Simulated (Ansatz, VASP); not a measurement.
## Fe: VASP beside Ansatz

```
CELL_PARAMETERS angstrom
-1.42638 1.42638 1.42638
1.42638 -1.42638 1.42638
1.42638 1.42638 -1.42638
ATOMIC_POSITIONS crystal
Fe 0.00000 0.00000 0.00000
```

Alike in both runs: task single point; functional revPBE; k mesh 25 × 25 × 25; occupations fermi-dirac, width 0.05 eV; collinear spin.

|  | VASP | Ansatz |
| --- | --- | --- |
| version | VASP 6.6.1 | Ansatz 0.2.0 |
| potentials or method | VASP PAW PBE potentials, release 64 (Fe), cutoff 520 eV | plane waves (420 eV) with PAW, scalar-relativistic |
| valence electrons in the cell | 8 | 16 |

Ansatz gave:

| Property | Result |
| --- | --- |
| pressure (GPa) | 0.1 |
| net moment per atom (μB) | 2.22 |
| size of the moment on the site where the two differ most (μB) | 2.28 |

Q: Which values does VASP return?

A: Pressure (GPa): 0.2; net moment per atom (μB): 2.24; size of the moment on the site where the two differ most (μB): 2.25.

VASP's potentials were made for PBE, not for revPBE. Site moments also hang on the region over which each program counts them. VASP's potentials hold 8 valence electrons a cell and Ansatz's 16, so a difference there can come from the potentials and not from the codes.
